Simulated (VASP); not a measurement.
# Sb (Im-3m) in VASP: elastic constants with PBEsol

Aim: the elastic constants of Sb with PBEsol.

All numbers are computed with VASP 6.6.1; they aren't measurements. Logs are shortened: lines on timing, memory, paths and dates and some standing lists are left out, and cuts for length are marked.

**1. The cell of the first run**

It takes space group Im-3m (No. 229, cubic). The conventional cell has a = 3.743 Å, b = 3.743 Å, c = 3.743 Å, α = 90.00°, β = 90.00°, γ = 90.00°. Sb (site symmetry m-3m) has 14 Sb at 3.24 to 3.74 Å within 4.3 Å.

This isn't the form of Sb at room conditions, which is rhombohedral.

**2. Elastic constants, PBEsol**

Contents of INCAR:

```
  PREC = Accurate
  ENCUT = 500
  EDIFF = 1E-8
  ISMEAR = -1
  SIGMA = 0.05
  LREAL = F
  LASPH = T
  NELM = 120
  ALGO = Normal
  ISIF = 3
  LWAVE = F
  LCHARG = F
  GGA = PS
  NBANDS = 14
  IBRION = 6
  NFREE = 2
  POTIM = 0.015
  NSW = 1
  GGA_COMPAT = F
```

Contents of KPOINTS:

```
regular mesh
0
Gamma
  8 8 8
```

Contents of POSCAR:

```
Sb
1.0
   -1.8713408863      1.8713408863      1.8713408863
    1.8713408863     -1.8713408863      1.8713408863
    1.8713408863      1.8713408863     -1.8713408863
Sb
1
Direct
    0.0000000000      0.0000000000      0.0000000000
```

Potentials or basis: VASP PAW PBE potentials, release 64 (Sb_d_GW).

Command:

```
$ cat potpaw_PBE.64/Sb_d_GW/POTCAR > POTCAR
$ mpirun -np 1 vasp_std > vasp.out
```

OUTCAR:

```text
PREC = Accurate
   ENCUT = 500
   EDIFF = 1E-8
   ISMEAR = -1
   LREAL = F
   LASPH = T
   NELM = 120
   ISIF = 3
   GGA = PS
   IBRION = 6
   NFREE = 2
   POTIM = 0.015
   NSW = 1

 ion  position               nearest neighbor table
   1  0.000  0.000  0.000-

  LATTYP: Found a body centered cubic cell.
 ALAT       =     3.7426817726

  Lattice vectors:

 A1 = (  -1.8713408863,   1.8713408863,   1.8713408863)
 A2 = (   1.8713408863,  -1.8713408863,   1.8713408863)
 A3 = (   1.8713408863,   1.8713408863,  -1.8713408863)

Analysis of symmetry for initial positions (statically):
=====================================================================
 Subroutine PRICEL returns:
 Original cell was already a primitive cell.

 Routine SETGRP: Setting up the symmetry group for a
 body centered cubic supercell.

 Subroutine GETGRP returns: Found 48 space group operations
 (whereof 48 operations were pure point group operations)
 out of a pool of 48 trial point group operations.

The static configuration has the point symmetry O_h .

Analysis of symmetry for dynamics (positions and initial velocities):
=====================================================================
 Subroutine PRICEL returns:
 Original cell was already a primitive cell.

 Routine SETGRP: Setting up the symmetry group for a
 body centered cubic supercell.

 Subroutine GETGRP returns: Found 48 space group operations
 (whereof 48 operations were pure point group operations)
 out of a pool of 48 trial point group operations.

The dynamic configuration has the point symmetry O_h .

 Subroutine INISYM returns: Found 48 space group operations
 (whereof 48 operations are pure point group operations),
 and found     1 'primitive' translations

----------------------------------------------------------------------------------------

                                     Primitive cell

  volume of cell :      26.2131

  direct lattice vectors                    reciprocal lattice vectors
    -1.871340886  1.871340886  1.871340886     0.000000000  0.267188092  0.267188092
     1.871340886 -1.871340886  1.871340886     0.267188092  0.000000000  0.267188092
     1.871340886  1.871340886 -1.871340886     0.267188092  0.267188092  0.000000000

  length of vectors
     3.241257493  3.241257493  3.241257493     0.377861023  0.377861023  0.377861023

  position of ions in fractional coordinates (direct lattice)
     0.000000000  0.000000000  0.000000000

  ion indices of the primitive-cell ions
   primitive index   ion index
                 1           1

----------------------------------------------------------------------------------------

 KPOINTS: regular mesh

Automatic generation of k-mesh.
 Grid dimensions read from file:
 generate k-points for:    8    8    8

 Generating k-lattice:

  Cartesian coordinates                     Fractional coordinates (reciprocal lattice)
     0.000000000  0.033398511  0.033398511     0.125000000  0.000000000  0.000000000
     0.033398511  0.000000000  0.033398511     0.000000000  0.125000000  0.000000000
     0.033398511  0.033398511  0.000000000     0.000000000  0.000000000  0.125000000

  Length of vectors
     0.047232628  0.047232628  0.047232628

  Shift w.r.t. Gamma in fractional coordinates (k-lattice)
     0.000000000  0.000000000  0.000000000

 Subroutine IBZKPT returns following result:
[... 93 lines left out ...]
  ext. energy  EPLUGINS =         0.00000000
  ---------------------------------------------------
  free energy    TOTEN  =        -4.38356700 eV

  energy without entropy =       -4.37803534  energy(sigma->0) =       -4.38080117

------------------------ aborting loop because EDIFF is reached ----------------------------------------

  FORCE on cell =-STRESS in cart. coord.  units (eV):
  Direction    XX          YY          ZZ          XY          YZ          ZX
  --------------------------------------------------------------------------------------
  -------------------------------------------------------------------------------------
  Total       -0.1708621     -0.1708621     -0.1708621      0.0000000     -0.0000000      0.0000000
  in kB      -10.4432945    -10.4432945    -10.4432945      0.0000000     -0.0000000      0.0000000
  external PRESSURE =     -10.4432945 kB  Pullay stress =       0.0000000 kB
[... 86 lines left out ...]
  FREE ENERGIE OF THE ION-ELECTRON SYSTEM (eV)
  ---------------------------------------------------
  free  energy   TOTEN  =        -4.3842050280 eV

  energy  without entropy=       -4.3796613203  energy(sigma->0) =       -4.38193317

[... ionic steps 4 to 12 ...]

--------------------------------------- Ionic step       13  -------------------------------------------

 number of electron      14.9999988 magnetization

------------------------ aborting loop because EDIFF is reached ----------------------------------------
[... 65 lines left out ...]
--------------------------------------- Ionic step       15  -------------------------------------------

 number of electron      14.9999992 magnetization

 Free energy of the ion-electron system (eV)
  ---------------------------------------------------
  ext. energy  EPLUGINS =         0.00000000
  ---------------------------------------------------
  free energy    TOTEN  =        -4.38357406 eV

  energy without entropy =       -4.37804240  energy(sigma->0) =       -4.38080823

 E-fermi :   6.3403     XC(G=0): -10.9043

 val. band max:        6.2898409723   @ k =  -0.2500   0.2500   0.1250
 cond. band min:       6.4556226189   @ k =  -0.2500   0.2500   0.2500
 fundamental gap:      0.1657816466
 Fermi energy:         6.3402523979

 k-point     1 :       0.0000    0.0000    0.0000
  band No.  band energies     occupation
      1     -22.7369      2.00000
      2     -22.7369      2.00000
      3     -22.7369      2.00000
      4     -22.6595      2.00000
      5     -22.6595      2.00000
      6      -6.6322      2.00000
      7      12.1131      0.00000
      8      12.1131      0.00000
      9      12.1131      0.00000
     10      17.8719      0.00000
     11      17.8719      0.00000
     12      17.8719      0.00000
     13      18.1552      0.00000
     14      18.1552      0.00000
[... 377 lines left out ...]
      1     -22.7129      2.00000
      2     -22.6944      2.00000
      3     -22.6876      2.00000
      4     -22.6622      2.00000
      5     -22.6333      2.00000
      6      -2.4751      2.00000
      7       3.7625      2.00000
      8       6.1395      1.96454
      9       7.1343      0.00000
     10      11.5869      0.00000
     11      16.1903      0.00000
     12      18.5204      0.00000
     13      19.2587      0.00000
     14      23.0504      0.00000

 [... further k-points ...]
[... 5 lines left out ...]
  --------------------------------------------------------------------------------------
  -------------------------------------------------------------------------------------
  Total       -0.1719428     -0.1719428     -0.1719428      0.0000000      0.0000000     -0.0000000
  in kB      -10.5093495    -10.5093495    -10.5093495      0.0000000      0.0000000     -0.0000000
  external PRESSURE =     -10.5093495 kB  Pullay stress =       0.0000000 kB
[... 16 lines left out ...]
  FREE ENERGIE OF THE ION-ELECTRON SYSTEM (eV)
  ---------------------------------------------------
  free  energy   TOTEN  =        -4.3835740579 eV

  energy  without entropy=       -4.3780423984  energy(sigma->0) =       -4.38080823

 INTERNAL STRAIN TENSORS FROM STRAINED CELLS
 ============================================

 INTERNAL STRAIN TENSOR FOR ION    1 for displacements in x,y,z  (eV/Angst):
          X           Y           Z          XY          YZ          ZX
  --------------------------------------------------------------------------------
  x    -0.00000    -0.00000    -0.00000    -0.00000     0.00000    -0.00000
  y    -0.00000    -0.00000     0.00000     0.00000     0.00000    -0.00000
  z    -0.00000    -0.00000     0.00000     0.00000    -0.00000     0.00000

 INTERNAL STRAIN TENSORS FROM DISPLACED ATOMS
 ============================================

 INTERNAL STRAIN TENSOR FOR ION    1 for displacements in x,y,z  (eV/Angst):
          X           Y           Z          XY          YZ          ZX
  --------------------------------------------------------------------------------
  x     0.00000     0.00000     0.00000     0.00000     0.00000     0.00000
  y     0.00000     0.00000     0.00000     0.00000     0.00000     0.00000
  z     0.00000     0.00000     0.00000     0.00000     0.00000     0.00000

 Eigenvectors and eigenvalues of the dynamical matrix
 ----------------------------------------------------

   1 f/i=    0.000000 THz     0.000000 2PiTHz    0.000000 cm-1     0.000000 meV
             X         Y         Z           dx          dy          dz
      0.000000  0.000000  0.000000     0.963518   -0.267644    0.000000

   2 f/i=    0.000000 THz     0.000000 2PiTHz    0.000000 cm-1     0.000000 meV
             X         Y         Z           dx          dy          dz
      0.000000  0.000000  0.000000    -0.267644   -0.963518    0.000000

   3 f/i=    0.000000 THz     0.000000 2PiTHz    0.000000 cm-1     0.000000 meV
             X         Y         Z           dx          dy          dz
      0.000000  0.000000  0.000000     0.000000    0.000000    1.000000

--------------------------------------------------------------------------------------------------------

 ELASTIC MODULI CONTR FROM IONIC RELAXATION (kBar)
 Direction    XX          YY          ZZ          XY          YZ          ZX
 --------------------------------------------------------------------------------
 XX           0.0000      0.0000      0.0000      0.0000      0.0000      0.0000
 YY           0.0000      0.0000      0.0000      0.0000      0.0000      0.0000
 ZZ           0.0000      0.0000      0.0000      0.0000      0.0000      0.0000
 XY           0.0000      0.0000      0.0000      0.0000      0.0000      0.0000
 YZ           0.0000      0.0000      0.0000      0.0000      0.0000      0.0000
 ZX           0.0000      0.0000      0.0000      0.0000      0.0000      0.0000
 --------------------------------------------------------------------------------

 TOTAL ELASTIC MODULI (kBar)
 Direction    XX          YY          ZZ          XY          YZ          ZX
 --------------------------------------------------------------------------------
 XX        1055.1135    412.6823    412.6823     -0.0000      0.0000      0.0000
 YY         412.6823   1055.1135    412.6823      0.0000      0.0000     -0.0000
 ZZ         412.6823    412.6823   1055.1135      0.0000      0.0000      0.0000
 XY          -0.0000      0.0000      0.0000     59.0939      0.0000     -0.0000
 YZ           0.0000      0.0000      0.0000      0.0000     59.0939      0.0000
 ZX           0.0000     -0.0000      0.0000     -0.0000      0.0000     59.0939
 --------------------------------------------------------------------------------
```

Run time: 2.1 min. Hardware: 1 thread of Intel Xeon 6975P-C (Granite Rapids), shared host; peak memory 0.24 GiB.

What came out:

```yaml
Elastic_constants_C11_C12_C44: 106, 41, 6 GPa
Voigt_bulk_modulus: 63 GPa
```

Elastic tensor in Voigt notation (GPa, in the Cartesian axes of the cell as first typed):
```
106  41  41   0   0   0
 41 106  41   0   0   0
 41  41 106   0   0   0
  0   0   0   6   0   0
  0   0   0   0   6   0
  0   0   0   0   0   6
```

Clamped-ion elastic tensor (GPa):
```
106  41  41   0   0   0
 41 106  41   0   0   0
 41  41 106   0   0   0
  0   0   0   6   0   0
  0   0   0   0   6   0
  0   0   0   0   0   6
```

Caveat: the cell is under stress, which shifts elastic constants; the PAW data sets were made with another functional, which shifts forces and pressure a little; spin-orbit coupling is left out, which moves the levels of the heavy elements.
